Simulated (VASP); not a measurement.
Input of a VASP 6.6.1 run:

Contents of INCAR:

```
PREC     = Accurate       # precision mode
ENCUT    = 520            # plane-wave cutoff, eV
EDIFF    = 1E-7           # SCF threshold, eV
ISMEAR   = -1             # smearing method
SIGMA    = 0.05           # smearing width, eV
LREAL    = F              # projectors in reciprocal space
LASPH    = T              # aspherical terms in the spheres
NELM     = 150            # most SCF steps
ALGO     = Normal         # electronic algorithm
ISIF     = 2              # what is computed and relaxed
LWAVE    = F              # write WAVECAR
LCHARG   = F              # write CHGCAR
ISPIN    = 2              # spin polarisation
MAGMOM   = 1              # initial moments
LORBIT   = 11             # projections on sites
LMAXMIX  = 4              # l up to which the mixer works
GGA      = PE             # functional
NBANDS   = 14             # bands
```

The input KPOINTS:

```
regular mesh
0
Gamma
  14 14 14
```

The input POSCAR:

```
Ir
1.0
    2.6708202351      0.0000000000      0.0000000000
    0.0000000000      2.6708202351      0.0000000000
    0.0000000000      0.0000000000      2.6708202351
Ir
1
Direct
    0.0000000000      0.0000000000      0.0000000000
```

Potentials or basis: VASP PAW PBE potentials, release 64 (Ir).

The run is started by

```console
$ cat potpaw_PBE.64/Ir/POTCAR > POTCAR
$ mpirun -np 1 vasp_std > vasp.out
```

(1) What does it give for the net moment?

(2) Predict the pressure.

## Answers

(1) 0.00 μB per cell.

(2) -21.1 GPa.
